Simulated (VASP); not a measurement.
# Ti (I4/mmm) in VASP: a series of runs

Runs on Ti. Level: LDA. Tasks: single point.

Program: VASP 6.6.1. These are calculated values, not measurements. Logs are shortened: lines on timing, memory, paths and dates and some standing lists are left out, and cuts for length are marked.

## 1. The cell of the first run

The structure is tetragonal, space group I4/mmm (No. 139). The conventional cell has a = 2.681 Å, b = 2.681 Å, c = 4.001 Å, α = 90.00°, β = 90.00°, γ = 90.00°. Within 3.5 Å of Ti (site symmetry 4/mmm) lie 12 Ti at 2.68 to 2.76 Å.

## 2. Single point, LDA (normal strain along x -0.0525, normal strain along y -0.0525)

Contents of INCAR:

```
ALGO = Fast
EDIFF = 1E-6
ENCUT = 520
ISIF = 2
ISMEAR = 0
LASPH = T
LCHARG = T
LELF = T
LREAL = F
LVHAR = T
LWAVE = F
NBANDS = 12
NELM = 80
PREC = Accurate
SIGMA = 0.15
```

Contents of KPOINTS:

```
k-points
0
Gamma
  20 20 20
```

Contents of POSCAR:

```
Ti
1.0
    0.0000000000      1.8955059932      2.0005340298
    1.8955059932      0.0000000000      2.0005340298
    1.8955059932      1.8955059932      0.0000000000
Ti
1
Direct
    0.0000000000      0.0000000000      0.0000000000
```

Potentials or basis: VASP PAW LDA potentials, release 64 (Ti_sv).

Command:

```bash
cat potpaw_LDA.64/Ti_sv/POTCAR > POTCAR
mpirun -np 1 vasp_std > vasp.out
```

OUTCAR:

```text
EDIFF = 1E-6
   ENCUT = 520
   ISIF = 2
   ISMEAR = 0
   LASPH = T
   LREAL = F
   NELM = 80
   PREC = Accurate

 ion  position               nearest neighbor table
   1  0.000  0.000  0.000-

  LATTYP: Found a body centered tetragonal cell.
 ALAT       =     2.6806502831
 C/A-ratio  =     1.4925736806

  Lattice vectors:

 A1 = (  -1.8955059932,   0.0000000000,   2.0005340298)
 A2 = (   1.8955059932,   0.0000000000,   2.0005340298)
 A3 = (   0.0000000000,   1.8955059932,  -2.0005340298)

Analysis of symmetry for initial positions (statically):
=====================================================================
 Subroutine PRICEL returns:
 Original cell was already a primitive cell.

 Routine SETGRP: Setting up the symmetry group for a
 body centered tetragonal supercell.

 Subroutine GETGRP returns: Found 16 space group operations
 (whereof 16 operations were pure point group operations)
 out of a pool of 16 trial point group operations.

The static configuration has the point symmetry D_4h.

Analysis of symmetry for dynamics (positions and initial velocities):
=====================================================================
 Subroutine PRICEL returns:
 Original cell was already a primitive cell.

 Routine SETGRP: Setting up the symmetry group for a
 body centered tetragonal supercell.

 Subroutine GETGRP returns: Found 16 space group operations
 (whereof 16 operations were pure point group operations)
 out of a pool of 16 trial point group operations.

The dynamic configuration has the point symmetry D_4h.

 Subroutine INISYM returns: Found 16 space group operations
 (whereof 16 operations are pure point group operations),
 and found     1 'primitive' translations

----------------------------------------------------------------------------------------

                                     Primitive cell

  volume of cell :      14.3756

  direct lattice vectors                    reciprocal lattice vectors
     0.000000000  1.895505993  2.000534030    -0.263781809  0.263781809  0.249933264
     1.895505993  0.000000000  2.000534030     0.263781809 -0.263781809  0.249933264
     1.895505993  1.895505993  0.000000000     0.263781809  0.263781809 -0.249933264

  length of vectors
     2.755917157  2.755917157  2.680650283     0.449030424  0.449030424  0.449030424

  position of ions in fractional coordinates (direct lattice)
     0.000000000  0.000000000  0.000000000

  ion indices of the primitive-cell ions
[... 81 lines left out ...]
   ISYM   =      2    0-nonsym 1-usesym 2-fastsym
   POTIM  = 0.5000    time-step for ionic-motion
   TEBEG  =    0.0;   TEEND  =   0.0 temperature during run
   PSTRESS=    0.0 pullay stress
   NELECT =      12.0000    total number of electrons
   NUPDOWN=      -1.0000    fix difference up-down
   EMIN   =  10.00;   EMAX   =-10.00  energy-range for DOS
   EFERMI =   0.00;   METHOD = LEGACY
   ISMEAR =     0;   SIGMA  =   0.15  broadening in eV -4-tet -1-fermi 0-gaus
   EFERMI_NEDOS =   21; number of points for ismear=-14 and -15
   IALGO  =     68    algorithm
   IMIX   =      4    mixing-type and parameters
     AMIX     =   0.40;   BMIX     =  1.00
     AMIX_MAG =   1.60;   BMIX_MAG =  1.00
  volume/ion in A,a.u.               =      14.38        97.01
  Fermi-wavevector in a.u.,A,eV,Ry     =   1.541440  2.912898 32.327930  2.376036
  Thomas-Fermi vector in A             =   2.647385
   LORBIT       =      0    0 simple, 1 ext, 2 COOP (PROOUT), +10 PAW based schemes
   GGA     = CA    functional components
   LHFCALC =     F    Hartree Fock is set to
   AEXX    =    0.0000 exact exchange contribution
   IVDW    =     0    specifies the selected vdW correction
   LEPSILON=     F    determine dielectric tensor
   LRPA    =     F    only Hartree local field effects (RPA)
 non-spin polarized calculation
 RMM-DIIS sequential band-by-band and
 Gauss-broadening in eV      SIGMA  =   0.15
  energy-cutoff  :      520.00
  volume of cell :       14.38
 maximum number of plane-waves:       400
   NGX = 11   NGY = 11   NGZ =  9

 number of electron      11.9999995 magnetization

 Free energy of the ion-electron system (eV)
  ---------------------------------------------------
  ext. energy  EPLUGINS =         0.00000000
  ---------------------------------------------------
  free energy    TOTEN  =        -8.43209653 eV

  energy without entropy =       -8.41547584  energy(sigma->0) =       -8.42378618

 E-fermi :  10.1435     XC(G=0): -12.7185

 val. band max:       10.1432318184   @ k =   0.4500   0.2500   0.1500
 cond. band min:      10.1455380484   @ k =  -0.3500   0.1500   0.0500
 fundamental gap:      0.0023062301
 Fermi energy:        10.1435078518

 k-point     1 :       0.0000    0.0000    0.0000
  band No.  band energies     occupation
      1     -45.6174      2.00000
      2     -21.5434      2.00000
      3     -21.5243      2.00000
      4     -21.5243      2.00000
      5       3.7674      2.00000
      6      10.7322      0.00000
      7      11.2804      0.00000
      8      11.2804      0.00000
      9      12.8128      0.00000
     10      13.4777      0.00000
     11      26.5951      0.00000
     12      30.8287      0.00000
[... 331 lines left out ...]
 k-point    24 :      -0.3500    0.0500    0.0000
  band No.  band energies     occupation
      1     -45.3846      2.00000
      2     -22.5938      2.00000
      3     -21.7300      2.00000
      4     -21.6087      2.00000
      5       6.9733      2.00000
      6      10.4817      0.00143
      7      10.7831      0.00000
      8      11.4224      0.00000
      9      13.8287      0.00000
     10      14.4388      0.00000
     11      22.2836      0.00000
     12      26.4490      0.00000

 [... further k-points ...]

------------------------ aborting loop because EDIFF is reached ----------------------------------------

  FORCE on cell =-STRESS in cart. coord.  units (eV):
  Direction    XX          YY          ZZ          XY          YZ          ZX
  --------------------------------------------------------------------------------------
  -------------------------------------------------------------------------------------
  Total        1.4264849      1.4264849      1.2994025      0.0000000     -0.0000000     -0.0000000
  in kB      158.9832943    158.9832943    144.8198278      0.0000000     -0.0000000     -0.0000000
  external PRESSURE =     154.2621388 kB  Pullay stress =       0.0000000 kB

 VOLUME and BASIS-vectors are now :
 -----------------------------------------------------------------------------
  energy-cutoff  :      520.00
  volume of cell :       14.38
      direct lattice vectors                 reciprocal lattice vectors
     0.000000000  1.895505993  2.000534030    -0.263781809  0.263781809  0.249933264
     1.895505993  0.000000000  2.000534030     0.263781809 -0.263781809  0.249933264
     1.895505993  1.895505993  0.000000000     0.263781809  0.263781809 -0.249933264

 POSITION                                       TOTAL-FORCE (eV/Angst)
 -----------------------------------------------------------------------------------
      0.00000      0.00000      0.00000        -0.000000     -0.000000      0.000000
 -----------------------------------------------------------------------------------
    total drift:                               -0.000000     -0.000000     -0.000000

  FREE ENERGIE OF THE ION-ELECTRON SYSTEM (eV)
  ---------------------------------------------------
  free  energy   TOTEN  =        -8.4320965311 eV

  energy  without entropy=       -8.4154758371  energy(sigma->0) =       -8.42378618
```

stdout:

```text
POSCAR found type information on POSCAR Ti
 POSCAR found :  1 types and       1 ions
 scaLAPACK will be used
 LDA part: xc-table for (Slater(with rela. corr.)+CA(PZ))
 , standard interpolation
 POSCAR, INCAR and KPOINTS ok, starting setup
 FFT: planning ... GRIDC
 FFT: planning ... GRID_SOFT
 FFT: planning ... GRID
 WAVECAR not read
 entering main loop
WARNING in EDDRMM: call to ZHEGV failed, returncode =   6  3      7
WARNING in EDDRMM: call to ZHEGV failed, returncode =   6  3      5
WARNING in EDDRMM: call to ZHEGV failed, returncode =   6  3      8
WARNING in EDDRMM: call to ZHEGV failed, returncode =   6  3      7
WARNING in EDDRMM: call to ZHEGV failed, returncode =   6  3      5
WARNING in EDDRMM: call to ZHEGV failed, returncode =   6  3      7
WARNING in EDDRMM: call to ZHEGV failed, returncode =   8  4     11
WARNING in EDDRMM: call to ZHEGV failed, returncode =   6  3      5
```

Run time: 3 min. Hardware: 1 thread of AMD EPYC 9R45 (Zen 5), shared host; peak memory 0.17 GiB.

Results:

```yaml
Free_energy: -8.4321 eV
Pressure: 15.4 GPa
Band_gap_on_the_k_mesh: zero (bands 6 and 7 overlap by 1.35 eV)
```

Levels at points of the mesh, in eV from the Fermi level:
| k point | band 4 | band 5 | band 6 | band 7 | band 8 | band 9 |
| --- | --- | --- | --- | --- | --- | --- |
| (0.00, 0.00, 0.00) | -31.67 | -6.38 | 0.59 | 1.14 | 1.14 | 2.67 |
| (0.50, 0.00, 0.00) | -31.78 | -3.04 | 0.48 | 1.06 | 1.38 | 4.33 |
| (0.50, 0.50, 0.00) | -32.03 | -3.30 | -2.23 | 3.24 | 4.46 | 4.81 |
| (0.50, 0.00, 0.50) | -32.08 | -3.32 | -2.35 | 4.36 | 4.38 | 4.61 |

Caveat: the cell differs from its parent crystal (normal strain along x -0.0525, normal strain along y -0.0525); the cell stands under pressure.

## 3. Single point, LDA (normal strain along x -0.0350, normal strain along y -0.0350)

Contents of INCAR:

```
PREC = Accurate
ENCUT = 520
EDIFF = 1E-6
ISMEAR = 0
SIGMA = 0.15
LREAL = F
LASPH = T
NELM = 60
ALGO = Normal
ISIF = 2
LWAVE = F
LCHARG = T
GGA = CA
LELF = T
LVHAR = T
NBANDS = 12
```

Contents of KPOINTS:

```
regular mesh
0
Gamma
  20 20 20
```

Contents of POSCAR:

```
Ti
1.0
    0.0000000000      1.9305153388      2.0005340298
    1.9305153388      0.0000000000      2.0005340298
    1.9305153388      1.9305153388      0.0000000000
Ti
1
Direct
    0.0000000000      0.0000000000      0.0000000000
```

Potentials or basis: VASP PAW LDA potentials, release 64 (Ti_sv).

Command:

```bash
cat potpaw_LDA.64/Ti_sv/POTCAR > POTCAR
mpirun -np 1 vasp_std > vasp.out
```

It took 96 s on 1 thread of AMD EPYC 9R45 (Zen 5), shared host; peak memory 0.18 GiB.

The run converged. Its results:

```
Free energy            : -8.4754 eV
Pressure               : 9.6 GPa
Band gap on the k mesh : zero (bands 6 and 7 overlap by 1.37 eV)
```

Stress tensor (GPa, compression positive):
```
10.03  0.00  0.00
 0.00 10.03  0.00
 0.00  0.00  8.88
```

Levels at points of the mesh, in eV from the Fermi level:
```tsv
k point	band 4	band 5	band 6	band 7	band 8	band 9
(0.00, 0.00, 0.00)	-31.79	-6.32	0.70	1.04	1.04	2.69
(0.50, 0.00, 0.00)	-31.90	-2.95	0.57	0.94	1.22	4.18
(0.50, 0.50, 0.00)	-32.14	-3.16	-2.13	3.25	4.25	4.61
(0.50, 0.00, 0.50)	-32.17	-3.17	-2.22	3.98	4.21	4.49
```

Caveat: the cell differs from its parent crystal (normal strain along x -0.0350, normal strain along y -0.0350); the cell stands under pressure.
